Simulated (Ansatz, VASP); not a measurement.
## Cd: VASP beside Ansatz

The input INCAR:

```
ALGO = Normal
EDIFF = 1E-6
ENCUT = 500
GGA = LIBXC
GGA_COMPAT = F
ISIF = 2
ISMEAR = -1
LASPH = T
LCHARG = T
LIBXC1 = GGA_X_PBE
LIBXC2 = GGA_C_LYP
LNONCOLLINEAR = T
LORBIT = 11
LREAL = F
LVHAR = T
LWAVE = F
MAGMOM = 0.5 0 0
NBANDS = 23
NELM = 200
PREC = Accurate
SIGMA = 0.05
```

File KPOINTS:

```
k-points
0
Gamma
  8 8 8
```

Contents of POSCAR:

```
Cd
1.0
    0.0000000000      2.2181497500      2.2181497500
    2.2181497500      0.0000000000      2.2181497500
    2.2181497500      2.2181497500      0.0000000000
Cd
1
Direct
    0.0000000000      0.0000000000      0.0000000000
```

Contents of input.yaml:

```yaml
crystal:
  lattice:
    - [0.0, 2.21814975, 2.21814975]
    - [2.21814975, 0.0, 2.21814975]
    - [2.21814975, 2.21814975, 0.0]
  atoms:
    - { symbol: Cd, position: [0.0, 0.0, 0.0], spin: 0.5, spin_axis: [1.0, 0.0, 0.0] }
kpoints:
  mp_grid: { grid: [8, 8, 8] }
scf:
  occupations: { method: fermi_dirac, width: 0.05 }
hamiltonian:
  xc: { exchange: pbe, correlation: lyp }
  pseudopotentials: { kind: all_electron, lapw: { basis_error: 0.001 } }
magnetization:
  noncollinear: true
output:
  forces: true
  stress: true
  eigenvalues: true
  populations: true
```

Alike in both runs: functional pbe exchange, lyp correlation; k mesh 8 × 8 × 8; occupations fermi-dirac, width 0.05 eV; non-collinear spin.

|  | VASP | Ansatz |
| --- | --- | --- |
| version | VASP 6.6.1 | Ansatz 0.2.0 |
| potentials or method | VASP PAW PBE potentials, release 64 (Cd), cutoff 500 eV | all-electron LAPW, scalar-relativistic |
| task | single point | atomic charges |

VASP gave:

| Item | Value |
| --- | --- |
| gap on the k mesh at the Fermi level (eV) | none |
| pressure (GPa) | 7.6 |
| net moment per atom (μB) | 0.00 |

**Question.** What did Ansatz give for the same quantities?

**Answer.** gap on the k mesh at the Fermi level (eV): none; pressure (GPa): 7.3; net moment per atom (μB): 0.00.

VASP's potentials were made for PBE, not for pbe exchange, lyp correlation. A gap of «none» marks a metal or a gap that the smearing closes. Ansatz ran all-electron here, and VASP with PAW potentials.

Noted on Ansatz's run: the k mesh is thin for a metal, which can move the energy by tens of meV per atom.
